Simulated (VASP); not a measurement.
Input of a VASP 6.6.1 run:

The input POSCAR:

```
AlN
1.0
    3.2213267599      0.0000000000      0.0000000000
   -1.6106633799      2.7897508069      0.0000000000
    0.0000000000      0.0000000000      4.0727769829
Al N
2 2
Direct
    0.3333333333      0.6666666667      0.7500000000
    0.6666666667      0.3333333333      0.2500000000
    0.3333333333      0.6666666667      0.2500000000
    0.6666666667      0.3333333333      0.7500000000
```

Contents of INCAR.step1:

```
PREC = Accurate
ENCUT = 520
ISMEAR = 0
SIGMA = 0.01
LREAL = F
LASPH = T
NELM = 80
NBANDS = 16
GGA = PE
ALGO = Normal
EDIFF = 1E-4
LWAVE = T
LCHARG = F
```

File INCAR.step2:

```
PREC = Accurate
ENCUT = 520
EDIFF = 1E-6
ISMEAR = 0
SIGMA = 0.01
LREAL = F
LASPH = T
NELM = 80
ALGO = Normal
ISIF = 2
LWAVE = F
LCHARG = F
METAGGA = R2SCAN
LMIXTAU = T
NBANDS = 16
ISTART = 1
```

The input KPOINTS:

```
Automatic mesh
0
Gamma
  6 6 4
```

Potentials or basis: VASP PAW PBE potentials, release 64 (Al, N).

Command:

```console
$ cat potpaw_PBE.64/Al/POTCAR potpaw_PBE.64/N/POTCAR > POTCAR
$ cp INCAR.step1 INCAR
$ mpirun -np 1 vasp_std > vasp.out
$ cp INCAR.step2 INCAR
$ mpirun -np 1 vasp_std > vasp.out
```

Estimate the pressure.

14.7 GPa.

Estimate the band gap on the k mesh.

4.51 eV, direct.

Stress tensor (GPa, compression positive):
```
16.33  0.00  0.00
 0.00 16.33  0.00
 0.00  0.00 11.52
```

Caveat: the PAW data sets were made with another functional, which shifts forces and pressure a little. A k mesh can miss the band edges.
